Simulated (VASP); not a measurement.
## InSe: relaxation of cell and atoms with PBE+D3(BJ)

System: InSe, a slab with vacuum.

```
CELL_PARAMETERS angstrom
4.00000 0.00000 0.00000
-2.00000 3.46410 0.00000
0.00000 0.00000 40.23771
ATOMIC_POSITIONS crystal
Se 0.00000 0.00000 0.22367
Se 0.00000 0.00000 0.35682
Se 0.66667 0.33333 0.43342
Se 0.66667 0.33333 0.56658
Se 0.33333 0.66667 0.64318
Se 0.33333 0.66667 0.77633
In 0.66667 0.33333 0.25515
In 0.66667 0.33333 0.32525
In 0.33333 0.66667 0.46491
In 0.33333 0.66667 0.53501
In 0.00000 0.00000 0.67466
In 0.00000 0.00000 0.74476
```

- Program: VASP 6.6.1
- Task: relaxation of cell and atoms
- Functional: PBE
- Dispersion: D3(BJ)
- Potentials or basis: VASP PAW PBE potentials, release 64 (Se, In_d)
- Cutoff: 600 eV
- k mesh: 9 × 9 × 1
- Occupations: gaussian, width 0.03 eV
- Spin: no spin polarisation
- Further INCAR settings: ALGO = Normal; EDIFF = 1e-06; IBRION = 2; EDIFFG = -0.01; NSW = 90; ISIF = 3

```yaml
Relaxed_cell: a = 4.033 Å, b = 4.033 Å, c = 40.238 Å, α = 90.00°, β = 90.00°, γ = 120.00°
Space_group_after_relaxing_to_0.1_Å: P3m1 (No. 156)
Energy_gained_by_relaxing: 4.5 meV/atom
Ionic_steps: 39
Largest_force_after_relaxing: 0.007 eV/Å
Band_gap_on_the_k_mesh: 0.79 eV (least direct gap 0.84 eV)
Dispersion_energy_per_atom: -0.272 eV
```

Forces on the atoms (eV/Å):
```
Se   0.000  0.000  0.004
Se   0.000  0.000 -0.003
Se   0.000  0.000 -0.007
Se   0.000  0.000  0.006
Se   0.000  0.000  0.004
Se   0.000  0.000 -0.005
In   0.000  0.000  0.002
In   0.000  0.000  0.000
In   0.000  0.000 -0.003
In   0.000  0.000  0.003
In   0.000  0.000  0.001
In   0.000  0.000 -0.001
```

The path:
```csv
step,energy change (eV),largest force (eV/Å),pressure (GPa),volume (Å³)
1,0.0000,0.4293,0.68,557.55
2,-0.0343,0.2156,-0.43,572.18
3,-0.0486,0.0340,-0.06,566.94
4,-0.0486,0.0290,-0.07,567.12
5,-0.0488,0.0235,-0.07,566.68
6,-0.0491,0.0398,-0.04,565.38
7,-0.0493,0.0249,-0.02,564.84
8,-0.0493,0.0261,-0.01,564.75
9,-0.0495,0.0172,-0.04,565.07
10,-0.0496,0.0292,-0.07,565.42
11,-0.0497,0.0155,-0.07,565.48
12,-0.0497,0.0276,-0.08,565.60
13,-0.0498,0.0287,-0.08,565.55
14,-0.0499,0.0289,-0.08,565.42
15,-0.0501,0.0310,-0.06,565.16
16,-0.0502,0.0501,-0.01,564.64
17,-0.0502,0.0424,-0.01,564.81
18,-0.0502,0.0411,-0.01,564.82
19,-0.0503,0.0410,-0.01,564.84
20,-0.0505,0.0432,-0.01,564.90
21,-0.0507,0.0472,-0.01,565.00
22,-0.0512,0.0590,-0.02,565.22
23,-0.0515,0.0992,-0.03,565.64
24,-0.0519,0.0906,-0.02,565.75
25,-0.0528,0.0653,-0.03,566.06
26,-0.0534,0.0337,-0.02,566.68
27,-0.0534,0.0247,-0.03,566.58
28,-0.0534,0.0266,-0.01,566.61
29,-0.0535,0.0136,-0.01,566.55
30,-0.0535,0.0153,0.00,566.54
31,-0.0535,0.0187,0.01,566.50
32,-0.0535,0.0166,0.02,566.52
33,-0.0536,0.0115,-0.01,566.85
34,-0.0536,0.0110,-0.01,566.89
35,-0.0536,0.0111,-0.01,566.97
36,-0.0536,0.0117,-0.02,566.93
37,-0.0536,0.0116,-0.01,566.90
38,-0.0536,0.0105,-0.01,566.92
39,-0.0536,0.0073,-0.01,566.93
```

Final structure:
```cif
data_structure
_symmetry_space_group_name_H-M 'P 1'
_symmetry_Int_Tables_number 1
_cell_length_a 4.0335
_cell_length_b 4.0335
_cell_length_c 40.2377
_cell_angle_alpha 90.000
_cell_angle_beta 90.000
_cell_angle_gamma 120.000
_cell_volume 566.93
loop_
_atom_site_label
_atom_site_type_symbol
_atom_site_fract_x
_atom_site_fract_y
_atom_site_fract_z
_atom_site_occupancy
Se1 Se 0.00000 0.00000 0.22605 1
Se2 Se 0.00000 0.00000 0.35976 1
Se3 Se 0.66667 0.33333 0.43332 1
Se4 Se 0.66667 0.33333 0.56670 1
Se5 Se 0.33333 0.66667 0.64020 1
Se6 Se 0.33333 0.66667 0.77388 1
In1 In 0.66667 0.33333 0.25820 1
In2 In 0.66667 0.33333 0.32769 1
In3 In 0.33333 0.66667 0.46529 1
In4 In 0.33333 0.66667 0.53468 1
In5 In 0.00000 0.00000 0.67223 1
In6 In 0.00000 0.00000 0.74172 1
```

Levels at points of the mesh, in eV from the valence-band top:
| k point | band 54 | band 55 | band 56 | band 57 | band 58 | band 59 | band 60 | band 61 |
| --- | --- | --- | --- | --- | --- | --- | --- | --- |
| (0.00, 0.00, 0.00) | -0.86 | -0.86 | -0.62 | -0.05 | 0.79 | 1.31 | 1.77 | 2.31 |

Wall time 62 min on 4 MPI ranks on Intel(R) Xeon(R) Platinum 8488C (Sapphire Rapids), with other jobs on the host, peak memory 1.1 GiB a rank.

Caveat: spin-orbit coupling is left out, which moves the levels of the heavy elements. Zero-point motion and thermal expansion aren't in these numbers.
